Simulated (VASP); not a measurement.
Input of a VASP 6.6.1 run:

The input INCAR:

```
SYSTEM = Cu
  PREC = Accurate
  ENCUT = 600
  EDIFF = 1E-6
  ISMEAR = 0
  SIGMA = 0.1
  LREAL = .FALSE.
  LASPH = .TRUE.
  NELM = 120
  ALGO = Normal
  ISIF = 2
  LWAVE = .FALSE.
  LCHARG = .FALSE.
  GGA = PE
  NBANDS = 12
  GGA_COMPAT = .FALSE.
```

The input KPOINTS:

```
Automatic mesh
0
G
  20 20 20
  0 0 0
```

The input POSCAR:

```
Cu
1.0
    0.0000000000      1.7482176455      1.7482176455
    1.7482176455      0.0000000000      1.7482176455
    1.7482176455      1.7482176455      0.0000000000
Cu
1
Direct
    0.0000000000      0.0000000000      0.0000000000
```

Potentials or basis: VASP PAW PBE potentials, release 64 (Cu).

The run is started by

```console
$ cat potpaw_PBE.64/Cu/POTCAR > POTCAR
$ mpirun -np 1 vasp_std > vasp.out
```

Task: Estimate the band gap on the k mesh.

Result: Zero (an odd number of electrons rules out a gap without spin polarisation).

Task: Estimate the pressure.

Result: 21.6 GPa.

Caveat: the cell stands under pressure.
